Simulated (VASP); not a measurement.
# HfO2 (Fm-3m) in VASP: further runs

HfO2 is run at these levels: PBEsol; tasks: single point.

Everything below comes from runs of VASP 6.6.1. Logs are shortened: lines on timing, memory, paths and dates and some standing lists are left out, and cuts for length are marked.

**1. The cell of the first run**

Symmetry: Fm-3m, No. 225, cubic system. Conventional cell: a = 5.115 Å, b = 5.115 Å, c = 5.115 Å, α = 90.00°, β = 90.00°, γ = 90.00°. Hf (site symmetry m-3m) has 8 O at 2.21 Å within 2.9 Å. O (site symmetry -43m) has 4 Hf at 2.21 Å and 6 O at 2.56 Å within 2.9 Å.

**2. Single point, PBEsol**

File INCAR:

```
PREC = Accurate
ENCUT = 600
EDIFF = 1E-6
ISMEAR = -1
SIGMA = 0.025
LREAL = False
LASPH = True
NELM = 120
ALGO = Normal
ISIF = 2
LWAVE = False
LCHARG = False
GGA = PS
NBANDS = 18
GGA_COMPAT = False
```

File KPOINTS:

```
regular mesh
0
Gamma
  8 8 8
```

File POSCAR:

```
HfO2
1.0
    0.0000000000      2.5575000000      2.5575000000
    2.5575000000      0.0000000000      2.5575000000
    2.5575000000      2.5575000000      0.0000000000
Hf O
1 2
Direct
    0.0000000000      0.0000000000      0.0000000000
    0.7500000000      0.7500000000      0.7500000000
    0.2500000000      0.2500000000      0.2500000000
```

Potentials or basis: VASP PAW PBE potentials, release 64 (Hf_pv, O).

The run is started by

```console
$ cat potpaw_PBE.64/Hf_pv/POTCAR potpaw_PBE.64/O/POTCAR > POTCAR
$ mpirun -np 1 vasp_std > vasp.out
```

OUTCAR:

```text
PREC = Accurate
   ENCUT = 600
   EDIFF = 1E-6
   ISMEAR = -1
   LREAL = False
   LASPH = True
   NELM = 120
   ISIF = 2
   GGA = PS

 ion  position               nearest neighbor table
   1  0.000  0.000  0.000-   2 2.21   2 2.21   2 2.21   2 2.21   3 2.21   3 2.21   3 2.21   3 2.21

   2  0.750  0.750  0.750-   1 2.21   1 2.21   1 2.21   1 2.21
   3  0.250  0.250  0.250-   1 2.21   1 2.21   1 2.21   1 2.21

  LATTYP: Found a face centered cubic cell.
 ALAT       =     5.1150000000

  Lattice vectors:

 A1 = (   0.0000000000,   2.5575000000,   2.5575000000)
 A2 = (   2.5575000000,   0.0000000000,   2.5575000000)
 A3 = (   2.5575000000,   2.5575000000,   0.0000000000)

Analysis of symmetry for initial positions (statically):
=====================================================================
 Subroutine PRICEL returns:
 Original cell was already a primitive cell.

 Routine SETGRP: Setting up the symmetry group for a
 face centered cubic supercell.

 Subroutine GETGRP returns: Found 48 space group operations
 (whereof 48 operations were pure point group operations)
 out of a pool of 48 trial point group operations.

The static configuration has the point symmetry O_h .

Analysis of symmetry for dynamics (positions and initial velocities):
=====================================================================
 Subroutine PRICEL returns:
 Original cell was already a primitive cell.

 Routine SETGRP: Setting up the symmetry group for a
 face centered cubic supercell.

 Subroutine GETGRP returns: Found 48 space group operations
 (whereof 48 operations were pure point group operations)
 out of a pool of 48 trial point group operations.

The dynamic configuration has the point symmetry O_h .

 Subroutine INISYM returns: Found 48 space group operations
 (whereof 48 operations are pure point group operations),
 and found     1 'primitive' translations

----------------------------------------------------------------------------------------

                                     Primitive cell

  volume of cell :      33.4562

  direct lattice vectors                    reciprocal lattice vectors
     0.000000000  2.557500000  2.557500000    -0.195503421  0.195503421  0.195503421
     2.557500000  0.000000000  2.557500000     0.195503421 -0.195503421  0.195503421
     2.557500000  2.557500000  0.000000000     0.195503421  0.195503421 -0.195503421

  length of vectors
     3.616851186  3.616851186  3.616851186     0.338621859  0.338621859  0.338621859

  position of ions in fractional coordinates (direct lattice)
     0.000000000  0.000000000  0.000000000
     0.750000000  0.750000000  0.750000000
     0.250000000  0.250000000  0.250000000

  ion indices of the primitive-cell ions
   primitive index   ion index
                 1           1
                 2           2
                 3           3

----------------------------------------------------------------------------------------

 KPOINTS: regular mesh

Automatic generation of k-mesh.
 Grid dimensions read from file:
 generate k-points for:    8    8    8

 Generating k-lattice:

  Cartesian coordinates                     Fractional coordinates (reciprocal lattice)
    -0.024437928  0.024437928  0.024437928     0.125000000  0.000000000  0.000000000
     0.024437928 -0.024437928  0.024437928     0.000000000  0.125000000  0.000000000
     0.024437928  0.024437928 -0.024437928     0.000000000  0.000000000  0.125000000

  Length of vectors
     0.042327732  0.042327732  0.042327732

  Shift w.r.t. Gamma in fractional coordinates (k-lattice)
     0.000000000  0.000000000  0.000000000

 Subroutine IBZKPT returns following result:
 ===========================================

 Found     29 irreducible k-points:

 Following reciprocal coordinates:
            Coordinates               Weight
  0.000000  0.000000  0.000000      1.000000
  0.125000  0.000000  0.000000      8.000000
  0.250000  0.000000  0.000000      8.000000
  0.375000  0.000000  0.000000      8.000000
  0.500000  0.000000  0.000000      4.000000
  0.125000  0.125000  0.000000      6.000000
[... 16 lines left out ...]
  0.500000  0.250000  0.125000     48.000000
 -0.375000  0.250000  0.125000     24.000000
 [... further k-points ...]
   k-points           NKPTS =     29   k-points in BZ     NKDIM =     29   number of bands    NBANDS=     18
   number of dos      NEDOS =    301   number of ions     NIONS =      3
   total plane-waves  NPLWV =  27000
   dimension x,y,z NGX =    30 NGY =   30 NGZ =   30
   dimension x,y,z NGXF=    60 NGYF=   60 NGZF=   60
   ions per type =               1   2
   NGX,Y,Z   is equivalent  to a cutoff of  13.79, 13.79, 13.79 a.u.
   NGXF,Y,Z  is equivalent  to a cutoff of  27.58, 27.58, 27.58 a.u.
 SYSTEM =  unknown system
   PREC   = accura    normal or accurate (medium, high low for compatibility)
   ISTART =      0    job   : 0-new  1-cont  2-samecut
   ICHARG =      2    charge: 1-file 2-atom 10-const
   ISPIN  =      1    spin polarized calculation?
   LNONCOLLINEAR =      F non collinear calculations
   LSORBIT =      F    spin-orbit coupling
   LASPH  =      T    aspherical Exc in radial PAW
   ENCUT  =  600.0 eV  44.10 Ry    6.64 a.u.   7.22  7.22  7.22*2*pi/ulx,y,z
   NELM   =    120;   NELMIN=  2; NELMDL= -5     # of ELM steps
   EDIFF  = 0.1E-05   stopping-criterion for ELM
   LREAL  =      F    real-space projection
[... 7 lines left out ...]
   TEBEG  =    0.0;   TEEND  =   0.0 temperature during run
   PSTRESS=    0.0 pullay stress
   NELECT =      22.0000    total number of electrons
   NUPDOWN=      -1.0000    fix difference up-down
   EMIN   =  10.00;   EMAX   =-10.00  energy-range for DOS
   EFERMI =   0.00;   METHOD = LEGACY
   ISMEAR =    -1;   SIGMA  =   0.03  broadening in eV -4-tet -1-fermi 0-gaus
   EFERMI_NEDOS =   21; number of points for ismear=-14 and -15
   IALGO  =     38    algorithm
   IMIX   =      4    mixing-type and parameters
     AMIX     =   0.40;   BMIX     =  1.00
     AMIX_MAG =   1.60;   BMIX_MAG =  1.00
  volume/ion in A,a.u.               =      11.15        75.26
  Fermi-wavevector in a.u.,A,eV,Ry     =   1.423607  2.690227 27.574337  2.026657
  Thomas-Fermi vector in A             =   2.544186
   LORBIT       =      0    0 simple, 1 ext, 2 COOP (PROOUT), +10 PAW based schemes
   GGA     = PS    functional components
   LHFCALC =     F    Hartree Fock is set to
   AEXX    =    0.0000 exact exchange contribution
   IVDW    =     0    specifies the selected vdW correction
   LEPSILON=     F    determine dielectric tensor
   LRPA    =     F    only Hartree local field effects (RPA)
 non-spin polarized calculation
  energy-cutoff  :      600.00
  volume of cell :       33.46
 maximum number of plane-waves:      1139
 NGX is ok and might be reduce to    30
   NGX = 15   NGY = 15   NGZ = 15

 number of electron      21.9999993 magnetization

 Free energy of the ion-electron system (eV)
  ---------------------------------------------------
  ext. energy  EPLUGINS =         0.00000000
  ---------------------------------------------------
  free energy    TOTEN  =       -31.56308673 eV

  energy without entropy =      -31.56308673  energy(sigma->0) =      -31.56308673

 E-fermi :   4.4509     XC(G=0): -11.9634

 val. band max:        3.9045514901   @ k =   0.5000   0.5000   0.0000
 cond. band min:       7.5086082604   @ k =   0.5000   0.5000   0.0000
 fundamental gap:      3.6040567703
 Fermi energy:         4.4509399412

 k-point     1 :       0.0000    0.0000    0.0000
  band No.  band energies     occupation
      1     -25.8412      2.00000
      2     -25.8412      2.00000
      3     -25.8412      2.00000
      4     -14.6169      2.00000
      5     -11.6521      2.00000
      6      -1.3337      2.00000
[... 10 lines left out ...]
     17      13.9931      0.00000
     18      17.2703      0.00000

 k-point     2 :       0.1250    0.0000    0.0000
  band No.  band energies     occupation
      1     -25.9015      2.00000
      2     -25.8478      2.00000
      3     -25.8478      2.00000
      4     -14.4185      2.00000
      5     -11.8152      2.00000
      6      -1.1873      2.00000
[... 10 lines left out ...]
     17      13.7370      0.00000
     18      17.0852      0.00000

 k-point     3 :       0.2500    0.0000    0.0000
  band No.  band energies     occupation
      1     -26.0420      2.00000
      2     -25.8639      2.00000
      3     -25.8639      2.00000
      4     -13.9439      2.00000
      5     -12.1501      2.00000
      6      -0.8243      2.00000
[... 10 lines left out ...]
     17      13.2777      0.00000
     18      16.1131      0.00000

 k-point     4 :       0.3750    0.0000    0.0000
  band No.  band energies     occupation
      1     -26.1759      2.00000
      2     -25.8798      2.00000
      3     -25.8798      2.00000
      4     -13.5211      2.00000
      5     -12.3615      2.00000
      6      -0.4618      2.00000
[... 375 lines left out ...]
      4     -13.5403      2.00000
      5     -12.3959      2.00000
      6      -0.8423      2.00000
[... 10 lines left out ...]
     17      13.3995      0.00000
     18      16.6477      0.00000

 k-point    23 :       0.5000    0.2500    0.1250
  band No.  band energies     occupation
      1     -26.1504      2.00000
      2     -25.9777      2.00000
      3     -25.9025      2.00000
      4     -13.1592      2.00000
      5     -12.5591      2.00000
      6      -0.8573      2.00000
[... 10 lines left out ...]
     17      14.3065      0.00000
     18      16.4632      0.00000

 k-point    24 :      -0.3750    0.2500    0.1250
  band No.  band energies     occupation
      1     -26.1764      2.00000
      2     -25.9973      2.00000
      3     -25.9115      2.00000
      4     -13.0633      2.00000
      5     -12.5488      2.00000
      6      -0.8646      2.00000
[... 10 lines left out ...]
     17      14.5425      0.00000
     18      16.4278      0.00000

 [... further k-points ...]

------------------------ aborting loop because EDIFF is reached ----------------------------------------

  FORCE on cell =-STRESS in cart. coord.  units (eV):
  Direction    XX          YY          ZZ          XY          YZ          ZX
  --------------------------------------------------------------------------------------
  -------------------------------------------------------------------------------------
  Total       -2.8700991     -2.8700991     -2.8700991      0.0000000      0.0000000     -0.0000000
  in kB     -137.4455074   -137.4455074   -137.4455074      0.0000000      0.0000000     -0.0000000
  external PRESSURE =    -137.4455074 kB  Pullay stress =       0.0000000 kB

 VOLUME and BASIS-vectors are now :
 -----------------------------------------------------------------------------
  energy-cutoff  :      600.00
  volume of cell :       33.46
      direct lattice vectors                 reciprocal lattice vectors
     0.000000000  2.557500000  2.557500000    -0.195503421  0.195503421  0.195503421
     2.557500000  0.000000000  2.557500000     0.195503421 -0.195503421  0.195503421
     2.557500000  2.557500000  0.000000000     0.195503421  0.195503421 -0.195503421

 POSITION                                       TOTAL-FORCE (eV/Angst)
 -----------------------------------------------------------------------------------
      0.00000      0.00000      0.00000         0.000000     -0.000000     -0.000000
      3.83625      3.83625      3.83625        -0.000000     -0.000000     -0.000000
      1.27875      1.27875      1.27875         0.000000      0.000000      0.000000
 -----------------------------------------------------------------------------------
    total drift:                                0.000000     -0.000000      0.000000

  FREE ENERGIE OF THE ION-ELECTRON SYSTEM (eV)
  ---------------------------------------------------
  free  energy   TOTEN  =       -31.5630867341 eV

  energy  without entropy=      -31.5630867341  energy(sigma->0) =      -31.56308673
```

Wall time 12 s (1 thread of Intel Xeon 6975P-C (Granite Rapids), shared host); peak memory 0.17 GiB.

Results:

```
Free energy            : -31.5631 eV
Pressure               : -13.7 GPa
Band gap on the k mesh : 3.60 eV
```

Caveat: the cell stands under tension; the PAW data sets were made with another functional, which shifts forces and pressure a little; spin-orbit coupling is left out, which moves the levels of the heavy elements. Expect the measured gap to be larger: semilocal functionals such as PBEsol lack the derivative discontinuity.

**3. Single point, PBEsol**

File INCAR:

```
PREC = Accurate
ENCUT = 600
EDIFF = 1E-6
ISMEAR = -1
SIGMA = 0.01
LREAL = F
LASPH = T
NELM = 120
ALGO = Normal
ISIF = 2
LWAVE = F
LCHARG = F
GGA = PS
NBANDS = 18
GGA_COMPAT = F
```

File KPOINTS:

```
Automatic mesh
0
Gamma
  8 8 8
```

POSCAR is that of step 2.

Potentials or basis: VASP PAW PBE potentials, release 64 (Hf_pv, O).

The run is started by

```console
$ cat potpaw_PBE.64/Hf_pv/POTCAR potpaw_PBE.64/O/POTCAR > POTCAR
$ mpirun -np 1 vasp_std > vasp.out
```

OUTCAR:

```text
PREC = Accurate
   ENCUT = 600
   EDIFF = 1E-6
   ISMEAR = -1
   LREAL = F
   LASPH = T
   NELM = 120
   ISIF = 2
   GGA = PS

 ion  position               nearest neighbor table
   1  0.000  0.000  0.000-   2 2.21   2 2.21   2 2.21   2 2.21   3 2.21   3 2.21   3 2.21   3 2.21

   2  0.750  0.750  0.750-   1 2.21   1 2.21   1 2.21   1 2.21
   3  0.250  0.250  0.250-   1 2.21   1 2.21   1 2.21   1 2.21

  LATTYP: Found a face centered cubic cell.
 ALAT       =     5.1150000000

  Lattice vectors:
[... 695 lines left out ...]

  FORCE on cell =-STRESS in cart. coord.  units (eV):
  Direction    XX          YY          ZZ          XY          YZ          ZX
  --------------------------------------------------------------------------------------
  -------------------------------------------------------------------------------------
  Total       -2.8700991     -2.8700991     -2.8700991      0.0000000      0.0000000     -0.0000000
  in kB     -137.4455074   -137.4455074   -137.4455074      0.0000000      0.0000000     -0.0000000
  external PRESSURE =    -137.4455074 kB  Pullay stress =       0.0000000 kB

 VOLUME and BASIS-vectors are now :
 -----------------------------------------------------------------------------
  energy-cutoff  :      600.00
  volume of cell :       33.46
      direct lattice vectors                 reciprocal lattice vectors
     0.000000000  2.557500000  2.557500000    -0.195503421  0.195503421  0.195503421
     2.557500000  0.000000000  2.557500000     0.195503421 -0.195503421  0.195503421
     2.557500000  2.557500000  0.000000000     0.195503421  0.195503421 -0.195503421

 POSITION                                       TOTAL-FORCE (eV/Angst)
 -----------------------------------------------------------------------------------
      0.00000      0.00000      0.00000        -0.000000     -0.000000     -0.000000
      3.83625      3.83625      3.83625         0.000000      0.000000      0.000000
      1.27875      1.27875      1.27875        -0.000000     -0.000000     -0.000000
 -----------------------------------------------------------------------------------
    total drift:                                0.000000     -0.000000      0.000000

  FREE ENERGIE OF THE ION-ELECTRON SYSTEM (eV)
  ---------------------------------------------------
  free  energy   TOTEN  =       -31.5630867342 eV

  energy  without entropy=      -31.5630867342  energy(sigma->0) =      -31.56308673
```

Wall time 12 s (1 thread of Intel Xeon 6975P-C (Granite Rapids), shared host); peak memory 0.17 GiB.

What came out:

| Property | Result |
| --- | --- |
| Free energy | -31.5631 eV |
| Pressure | -13.7 GPa |
| Band gap on the k mesh | 3.60 eV |

Levels at points of the mesh, in eV from the valence-band top:
| k point | band 8 | band 9 | band 10 | band 11 | band 12 | band 13 | band 14 | band 15 |
| --- | --- | --- | --- | --- | --- | --- | --- | --- |
| (0.00, 0.00, 0.00) | -5.24 | -0.60 | -0.60 | -0.60 | 3.72 | 3.72 | 5.44 | 10.09 |
| (0.50, 0.00, 0.00) | -3.05 | -2.72 | -1.82 | -1.82 | 4.43 | 4.43 | 6.71 | 8.75 |
| (0.50, 0.50, 0.00) | -3.44 | -1.50 | -1.50 | 0.00 | 3.60 | 5.29 | 6.36 | 7.90 |

Caveat: the cell stands under tension; the PAW data sets were made with another functional, which shifts forces and pressure a little; spin-orbit coupling is left out, which moves the levels of the heavy elements.
